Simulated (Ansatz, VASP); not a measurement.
# One calculation of Ta, two programs

```
Ta
1.0
     2.90333    0.00000    0.00000
    -1.45167    2.51436    0.00000
     0.00000    0.00000    5.13127
Ta
2
Cartesian
  0.0000 1.6762 3.8485
  1.4517 0.8381 1.2828
```

Alike in both runs: functional PBE; k mesh 16 × 16 × 10; occupations gaussian, width 0.05 eV; no spin polarisation.

Ansatz relaxed the structure, and its values are those at the end. VASP's run is a single point on that final structure, the one shown.

```csv
,VASP,Ansatz
version,VASP 6.6.1,Ansatz 0.2.0
potentials or method,"VASP PAW PBE potentials, release 64 (Ta_pv), cutoff 520 eV","scalar-relativistic, plane waves, PAW"
valence electrons in the cell,22,26
```

Ansatz gave:

```
pressure (GPa) : 0.0
```

Question: Which values does VASP return?

Answer: Pressure (GPa): 0.1.

VASP's potentials hold 22 valence electrons a cell and Ansatz's 26, so a difference there can come from the potentials and not from the codes.

Spin-orbit coupling is off throughout.
